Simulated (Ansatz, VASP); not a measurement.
**Two plane-wave programs on SnSe**

The input INCAR:

```
SYSTEM = SnSe
PREC = Accurate ; ENCUT = 520
EDIFF = 1E-6 ; ISMEAR = 0
SIGMA = 0.05 ; LREAL = .FALSE.
LASPH = .TRUE. ; NELM = 80
ALGO = Normal ; ISIF = 2
LWAVE = .FALSE. ; LCHARG = .FALSE.
GGA = CA ; NBANDS = 28
```

KPOINTS

```
Automatic mesh
0
G
  6 6 4
  0 0 0
```

Contents of POSCAR:

```
SnSe
1.0
    4.1270504543      0.0000000000      0.0000000000
    0.0000000000      4.1270504543      0.0000000000
    0.0000000000      0.0000000000     10.8149285598
Sn Se
2 2
Direct
    0.5000000000      0.0000000000      0.3781633345
    0.0000000000      0.5000000000      0.6218366655
    0.5000000000      0.0000000000      0.6217782147
    0.0000000000      0.5000000000      0.3782217853
```

Input for Ansatz:

```yaml
crystal:
  lattice:
    - [4.1270504543, 0.0, 0.0]
    - [0.0, 4.1270504543, 0.0]
    - [0.0, 0.0, 10.8149285598]
  atoms:
    - { symbol: Sn, position: [0.5, 0.0, 0.3781633345] }
    - { symbol: Sn, position: [0.0, 0.5, 0.6218366655] }
    - { symbol: Se, position: [0.5, 0.0, 0.6217782147] }
    - { symbol: Se, position: [0.0, 0.5, 0.3782217853] }
basis:
  ecutwfc: 420
kpoints:
  mp_grid: { grid: [6, 6, 4] }
hamiltonian:
  xc: lda
scf:
  occupations: { method: gaussian, width: 0.05 }
output:
  forces: true
  stress: true
  eigenvalues: true
```

Change from the starting cell: strain -0.015 along x and y, -0.015 along z, atoms carried along.

Alike in both runs: task single point; functional LDA; k mesh 6 × 6 × 4; occupations gaussian, width 0.05 eV; no spin polarisation.

|  | VASP | Ansatz |
| --- | --- | --- |
| version | VASP 6.6.1 | Ansatz 0.2.0 |
| potentials or method | VASP PAW LDA potentials, release 64 (Sn_d, Se), cutoff 520 eV | scalar-relativistic, plane waves, PAW |
| valence electrons in the cell | 40 | 60 |

```tsv
	VASP	Ansatz	Ansatz less VASP
gap on the k mesh at the Fermi level (eV)	1.35	1.36	+0.019
least direct gap on the mesh (eV)	1.44	1.46	+0.019
rms of the force components (eV/Å)	0.185	0.169	-0.0155
```

LDA's correlation is that of Perdew and Zunger in VASP and of Perdew and Wang (1992) in Ansatz. Atom by atom the forces differ by 0.016 eV/Å (rms over components). VASP's potentials hold 40 valence electrons a cell and Ansatz's 60, so a difference there can come from the potentials and not from the codes.
